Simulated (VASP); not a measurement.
A run of VASP 6.6.1 is set up as follows.

File INCAR:

```
SYSTEM = SiC
PREC = Accurate ; ENCUT = 600
EDIFF = 1E-6 ; ISMEAR = 0
SIGMA = 0.05 ; LREAL = .False.
LASPH = .True. ; NELM = 120
ALGO = Normal ; ISIF = 2
LWAVE = .False. ; LCHARG = .True.
GGA = PS ; LELF = .True.
LVHAR = .True. ; NBANDS = 11
GGA_COMPAT = .False.
```

File KPOINTS:

```
Automatic mesh
0
Gamma
  6 6 6
  0 0 0
```

Contents of POSCAR:

```
SiC
1.0
    0.0000000000      2.2072166863      2.2072166863
    2.2072166863      0.0000000000      2.2072166863
    2.2072166863      2.2072166863      0.0000000000
Si C
1 1
Direct
    0.0000000000      0.0000000000      0.0000000000
    0.2500000000      0.2500000000      0.2500000000
```

Potentials or basis: VASP PAW PBE potentials, release 64 (Si, C).

Run with:

```bash
$ cat potpaw_PBE.64/Si/POTCAR potpaw_PBE.64/C/POTCAR > POTCAR
$ mpirun -np 1 vasp_std > vasp.out
```

Q: Estimate the pressure.

A: -7.9 GPa.

Q: Estimate the band gap on the k mesh.

A: 1.26 eV, indirect (least direct gap 4.40 eV).

Caveat: the PAW data sets were made with another functional, which shifts forces and pressure a little. PBEsol gaps usually lie below the measured ones, often by a third to a half.
